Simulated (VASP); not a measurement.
Write the native input for VASP 6.6.1 that does the following.

```yaml
Task: electric field gradients
Functional: PBE
Potentials_or_basis: VASP PAW PBE potentials, release 64 (Sn_d)
Cutoff: 520 eV
k_mesh: 16 × 16 × 16
Occupations: fermi-dirac, width 0.05 eV
Spin: no spin polarisation
Dipole_correction: no
Further_INCAR_settings: ALGO = Normal; EDIFF = 1e-08; NBANDS = 13
```

The structure of Sn lies in POSCAR:

```
Sn
1.0
   -1.9881181372      1.9881181372      1.6271458145
    1.9881181372     -1.9881181372      1.6271458145
    1.9881181372      1.9881181372     -1.6271458145
Sn
1
Direct
    0.0000000000      0.0000000000      0.0000000000
```

This cell differs from its parent crystal: volume scaled by 0.9405.

These files were run (other wordings do the same):

INCAR

```
ALGO     = Normal         # electronic algorithm
EDIFF    = 1E-8           # SCF threshold, eV
ENCUT    = 520            # plane-wave cutoff, eV
GGA      = PE             # functional
ISIF     = 2              # what is computed and relaxed
ISMEAR   = -1             # smearing method
LASPH    = True           # aspherical terms in the spheres
LCHARG   = False          # write CHGCAR
LEFG     = True         
LREAL    = False          # projectors in reciprocal space
LWAVE    = False          # write WAVECAR
NBANDS   = 13             # bands
NELM     = 100            # most SCF steps
PREC     = Accurate       # precision mode
SIGMA    = 0.05           # smearing width, eV
```

KPOINTS

```
k-points
0
Gamma
  16 16 16
```

Potentials or basis: VASP PAW PBE potentials, release 64 (Sn_d).

Launch:

```sh
$ cat potpaw_PBE.64/Sn_d/POTCAR > POTCAR
$ mpirun -np 1 vasp_std > vasp.out
```

Results of the run:

The pressure is 4.6 GPa. The band gap on the k mesh is zero (band 7 reaches 15.92 eV, above the bottom of band 8 at 6.46 eV).

Caveat: without QUAD_EFG the Cq values of the log hold for a quadrupole moment of 1 mb, not for the nuclei; spin-orbit coupling is left out, which moves the levels of the heavy elements.

Wall time 36 s on 1 thread of Intel(R) Xeon(R) Platinum 8488C (Sapphire Rapids), on a shared host, peak memory 0.22 GiB.
